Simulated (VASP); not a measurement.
# Y (P-1) in VASP: notebook

Runs on Y. Level: PBE. Tasks: single point.

Everything below comes from runs of VASP 6.6.1. Logs are shortened: lines on timing, memory, paths and dates and some standing lists are left out, and cuts for length are marked.

### 1 The cell of the first run

The typed cell holds 2 atoms: a = 3.647 Å, b = 3.647 Å, c = 5.731 Å, α = 90.00°, β = 90.00°, γ = 120.00°.

### 2 Single point, PBE

Input file INCAR:

```
SYSTEM = Y
PREC = Accurate
ENCUT = 520
EDIFF = 1E-7
ISMEAR = -1
SIGMA = 0.025
LREAL = .FALSE.
LASPH = .TRUE.
NELM = 100
ALGO = Fast
ISIF = 2
LWAVE = .FALSE.
LCHARG = .FALSE.
GGA = PE
NBANDS = 18
```

Input file KPOINTS:

```
regular mesh
0
G
  5 5 3
  0 0 0
```

Input file POSCAR:

```
Y
1.0
    3.6474000000      0.0000000000      0.0000000000
   -1.8237000000      3.1587410578      0.0000000000
    0.0000000000      0.0000000000      5.7306000000
Y
2
Direct
    0.6650370000      0.3502620000      0.7515040000
    0.2988530000      0.6159180000      0.2126720000
```

Potentials or basis: VASP PAW PBE potentials, release 64 (Y_sv).

The run is started by

```console
$ cat potpaw_PBE.64/Y_sv/POTCAR > POTCAR
$ mpirun -np 1 vasp_std > vasp.out
```

OUTCAR:

```text
SYSTEM = Y
   PREC = Accurate
   ENCUT = 520
   EDIFF = 1E-7
   ISMEAR = -1
   LREAL = .FALSE.
   LASPH = .TRUE.
   NELM = 100
   ISIF = 2
   GGA = PE

 ion  position               nearest neighbor table
   1  0.665  0.350  0.752-   2 3.32   2 3.32   2 3.52   2 3.68   2 3.68   2 3.86
   2  0.299  0.616  0.213-   1 3.32   1 3.32   1 3.52   1 3.68   1 3.68   1 3.86

  LATTYP: Found a hexagonal cell.
 ALAT       =     3.6474000000
 C/A-ratio  =     1.5711465702

  Lattice vectors:

 A1 = (   3.6474000000,   0.0000000000,   0.0000000000)
 A2 = (  -1.8237000000,   3.1587410578,   0.0000000000)
 A3 = (   0.0000000000,   0.0000000000,   5.7306000000)

Analysis of symmetry for initial positions (statically):
=====================================================================
 Subroutine PRICEL returns:
 Original cell was already a primitive cell.

 Routine SETGRP: Setting up the symmetry group for a
 hexagonal supercell.

 Subroutine GETGRP returns: Found  2 space group operations
 (whereof  1 operations were pure point group operations)
 out of a pool of 24 trial point group operations.

The static configuration has the point symmetry C_1 .
 The point group associated with its full space group is S_2 .

Analysis of symmetry for dynamics (positions and initial velocities):
=====================================================================
 Subroutine PRICEL returns:
 Original cell was already a primitive cell.

 Routine SETGRP: Setting up the symmetry group for a
 hexagonal supercell.

 Subroutine GETGRP returns: Found  2 space group operations
 (whereof  1 operations were pure point group operations)
 out of a pool of 24 trial point group operations.

The dynamic configuration has the point symmetry C_1 .
 The point group associated with its full space group is S_2 .

 Subroutine INISYM returns: Found  2 space group operations
 (whereof  1 operations are pure point group operations),
 and found     1 'primitive' translations

----------------------------------------------------------------------------------------

                                     Primitive cell

  volume of cell :      66.0233

  direct lattice vectors                    reciprocal lattice vectors
     3.647400000  0.000000000  0.000000000     0.274167900  0.158290911  0.000000000
    -1.823700000  3.158741058  0.000000000     0.000000000  0.316581822  0.000000000
     0.000000000  0.000000000  5.730600000     0.000000000  0.000000000  0.174501797

  length of vectors
     3.647400000  3.647400000  5.730600000     0.316581822  0.316581822  0.174501797

  position of ions in fractional coordinates (direct lattice)
     0.665037000  0.350262000  0.751504000
     0.298853000  0.615918000  0.212672000

  ion indices of the primitive-cell ions
   primitive index   ion index
                 1           1
                 2           2

----------------------------------------------------------------------------------------

 KPOINTS: regular mesh

Automatic generation of k-mesh.
 Grid dimensions read from file:
 generate k-points for:    5    5    3

 Generating k-lattice:

  Cartesian coordinates                     Fractional coordinates (reciprocal lattice)
     0.054833580  0.031658182  0.000000000     0.200000000 -0.000000000  0.000000000
     0.000000000  0.063316364  0.000000000     0.000000000  0.200000000  0.000000000
     0.000000000  0.000000000  0.058167266     0.000000000  0.000000000  0.333333333

  Length of vectors
     0.063316364  0.063316364  0.058167266

  Shift w.r.t. Gamma in fractional coordinates (k-lattice)
     0.000000000  0.000000000  0.000000000

 Subroutine IBZKPT returns following result:
 ===========================================

 Found     38 irreducible k-points:

 Following reciprocal coordinates:
            Coordinates               Weight
  0.000000  0.000000  0.000000      1.000000
  0.200000  0.000000  0.000000      2.000000
  0.000000  0.200000  0.000000      2.000000
 -0.200000  0.200000  0.000000      2.000000
  0.400000  0.000000  0.000000      2.000000
  0.000000  0.400000  0.000000      2.000000
[... 16 lines left out ...]
 -0.400000  0.400000  0.333333      2.000000
 -0.400000 -0.000000  0.333333      2.000000
 [... further k-points ...]
   k-points           NKPTS =     38   k-points in BZ     NKDIM =     38   number of bands    NBANDS=     18
   number of dos      NEDOS =    301   number of ions     NIONS =      2
   total plane-waves  NPLWV =  37632
   dimension x,y,z NGX =    28 NGY =   28 NGZ =   48
   dimension x,y,z NGXF=    56 NGYF=   56 NGZF=   96
   ions per type =               2
   NGX,Y,Z   is equivalent  to a cutoff of  12.76, 12.76, 13.92 a.u.
   NGXF,Y,Z  is equivalent  to a cutoff of  25.52, 25.52, 27.85 a.u.
 SYSTEM =  Y
   PREC   = accura    normal or accurate (medium, high low for compatibility)
   ISTART =      0    job   : 0-new  1-cont  2-samecut
   ICHARG =      2    charge: 1-file 2-atom 10-const
   ISPIN  =      1    spin polarized calculation?
   LNONCOLLINEAR =      F non collinear calculations
   LSORBIT =      F    spin-orbit coupling
   LASPH  =      T    aspherical Exc in radial PAW
   ENCUT  =  520.0 eV  38.22 Ry    6.18 a.u.   6.78  6.78 10.66*2*pi/ulx,y,z
   NELM   =    100;   NELMIN=  2; NELMDL= -5     # of ELM steps
   EDIFF  = 0.1E-06   stopping-criterion for ELM
   LREAL  =      F    real-space projection
   EDIFFG = 0.1E-05   stopping-criterion for IOM
   NSW    =      0    number of steps for IOM
   IBRION =     -1    ionic relax: 0-MD 1-quasi-New 2-CG
   NFREE  =      0    steps in history (QN), initial steepest desc. (CG)
   ISIF   =      2    stress and relaxation
   ISYM   =      2    0-nonsym 1-usesym 2-fastsym
   POTIM  = 0.5000    time-step for ionic-motion
   TEBEG  =    0.0;   TEEND  =   0.0 temperature during run
   PSTRESS=    0.0 pullay stress
   NELECT =      22.0000    total number of electrons
   NUPDOWN=      -1.0000    fix difference up-down
   EMIN   =  10.00;   EMAX   =-10.00  energy-range for DOS
   EFERMI =   0.00;   METHOD = LEGACY
   ISMEAR =    -1;   SIGMA  =   0.03  broadening in eV -4-tet -1-fermi 0-gaus
   EFERMI_NEDOS =   21; number of points for ismear=-14 and -15
   IALGO  =     68    algorithm
   IMIX   =      4    mixing-type and parameters
     AMIX     =   0.40;   BMIX     =  1.00
     AMIX_MAG =   1.60;   BMIX_MAG =  1.00
  volume/ion in A,a.u.               =      33.01       222.77
  Fermi-wavevector in a.u.,A,eV,Ry     =   1.134967  2.144777 17.526345  1.288150
  Thomas-Fermi vector in A             =   2.271671
   LORBIT       =      0    0 simple, 1 ext, 2 COOP (PROOUT), +10 PAW based schemes
   GGA     = PE    functional components
   LHFCALC =     F    Hartree Fock is set to
   AEXX    =    0.0000 exact exchange contribution
   IVDW    =     0    specifies the selected vdW correction
   LEPSILON=     F    determine dielectric tensor
   LRPA    =     F    only Hartree local field effects (RPA)
 non-spin polarized calculation
 RMM-DIIS sequential band-by-band and
  energy-cutoff  :      520.00
  volume of cell :       66.02
 maximum number of plane-waves:      1785
   NGX = 13   NGY = 13   NGZ = 21

 number of electron      22.0000001 magnetization

 Free energy of the ion-electron system (eV)
  ---------------------------------------------------
  ext. energy  EPLUGINS =         0.00000000
  ---------------------------------------------------
  free energy    TOTEN  =       -12.72495885 eV

  energy without entropy =      -12.71367088  energy(sigma->0) =      -12.71931486

 E-fermi :   2.9418     XC(G=0):  -9.3880

 val. band max:        2.9329156686   @ k =   0.0000  -0.2000   0.3333
 cond. band min:       2.9781794914   @ k =   0.0000   0.2000   0.0000
 fundamental gap:      0.0452638228
 Fermi energy:         2.9418270781

 k-point     1 :       0.0000    0.0000    0.0000
  band No.  band energies     occupation
      1     -39.6936      2.00000
      2     -39.6060      2.00000
      3     -20.0023      2.00000
      4     -19.5184      2.00000
      5     -19.4702      2.00000
      6     -19.4137      2.00000
[... 10 lines left out ...]
     17       5.7839      0.00000
     18       6.2593      0.00000

 k-point     2 :       0.2000    0.0000    0.0000
  band No.  band energies     occupation
      1     -39.6738      2.00000
      2     -39.6020      2.00000
      3     -19.9366      2.00000
      4     -19.6450      2.00000
      5     -19.5254      2.00000
      6     -19.5148      2.00000
[... 10 lines left out ...]
     17       5.8124      0.00000
     18       6.2167      0.00000

 k-point     3 :       0.0000    0.2000    0.0000
  band No.  band energies     occupation
      1     -39.6765      2.00000
      2     -39.5994      2.00000
      3     -19.9507      2.00000
      4     -19.6164      2.00000
      5     -19.5568      2.00000
      6     -19.5263      2.00000
[... 10 lines left out ...]
     17       5.8664      0.00000
     18       6.2603      0.00000

 k-point     4 :      -0.2000    0.2000    0.0000
  band No.  band energies     occupation
      1     -39.6738      2.00000
      2     -39.6021      2.00000
      3     -19.9364      2.00000
      4     -19.6453      2.00000
      5     -19.5253      2.00000
      6     -19.5144      2.00000
[... 375 lines left out ...]
      4     -19.8235      2.00000
      5     -19.6275      2.00000
      6     -19.5880      2.00000
[... 10 lines left out ...]
     17       6.9756      0.00000
     18       7.7717      0.00000

 k-point    23 :      -0.4000    0.4000    0.3333
  band No.  band energies     occupation
      1     -39.6295      2.00000
      2     -39.6078      2.00000
      3     -19.9114      2.00000
      4     -19.8912      2.00000
      5     -19.5899      2.00000
      6     -19.5366      2.00000
[... 10 lines left out ...]
     17       7.5965      0.00000
     18       7.7019      0.00000

 k-point    24 :      -0.4000   -0.0000    0.3333
  band No.  band energies     occupation
      1     -39.6298      2.00000
      2     -39.6074      2.00000
      3     -19.9381      2.00000
      4     -19.8568      2.00000
      5     -19.5928      2.00000
      6     -19.5575      2.00000
[... 10 lines left out ...]
     17       7.3727      0.00000
     18       7.7132      0.00000

 [... further k-points ...]
[... 5 lines left out ...]
  --------------------------------------------------------------------------------------
  -------------------------------------------------------------------------------------
  Total        0.1767131     -0.1747778      0.1203153     -0.0057981      0.1737790     -0.0059177
  in kB        4.2882675     -4.2413035      2.9196699     -0.1407015      4.2170665     -0.1436034
  external PRESSURE =       0.9888780 kB  Pullay stress =       0.0000000 kB

 VOLUME and BASIS-vectors are now :
 -----------------------------------------------------------------------------
  energy-cutoff  :      520.00
  volume of cell :       66.02
      direct lattice vectors                 reciprocal lattice vectors
     3.647400000  0.000000000  0.000000000     0.274167900  0.158290911  0.000000000
    -1.823700000  3.158741058  0.000000000     0.000000000  0.316581822  0.000000000
     0.000000000  0.000000000  5.730600000     0.000000000  0.000000000  0.174501797

 POSITION                                       TOTAL-FORCE (eV/Angst)
 -----------------------------------------------------------------------------------
      1.78688      1.10639      4.30657         0.005888     -0.118436     -0.797517
     -0.03321      1.94553      1.21874        -0.005888      0.118436      0.797517
 -----------------------------------------------------------------------------------
    total drift:                               -0.000000      0.000001     -0.000003

  FREE ENERGIE OF THE ION-ELECTRON SYSTEM (eV)
  ---------------------------------------------------
  free  energy   TOTEN  =       -12.7249588479 eV

  energy  without entropy=      -12.7136708755  energy(sigma->0) =      -12.71931486
```

Wall time 81 s (1 thread of Intel Xeon 6975P-C, shared host); peak memory 0.22 GiB.

Results:

```
Free energy            : -12.7250 eV
Pressure               : 0.1 GPa
Largest force          : 0.806 eV/Å
Band gap on the k mesh : zero (band 11 reaches 3.73 eV, above the bottom of band 12 at 2.66 eV)
```

Forces on the atoms (eV/Å):
```
Y    0.006 -0.118 -0.798
Y   -0.006  0.118  0.798
```

Levels at points of the mesh, in eV from the Fermi level:
| k point | band 9 | band 10 | band 11 | band 12 | band 13 | band 14 |
| --- | --- | --- | --- | --- | --- | --- |
| (0.00, 0.00, 0.00) | -4.63 | -1.82 | 0.79 | 1.67 | 1.85 | 1.92 |

Caveat: the k points lie up to 0.40 Å⁻¹ apart.

[end of part 1 of 2]
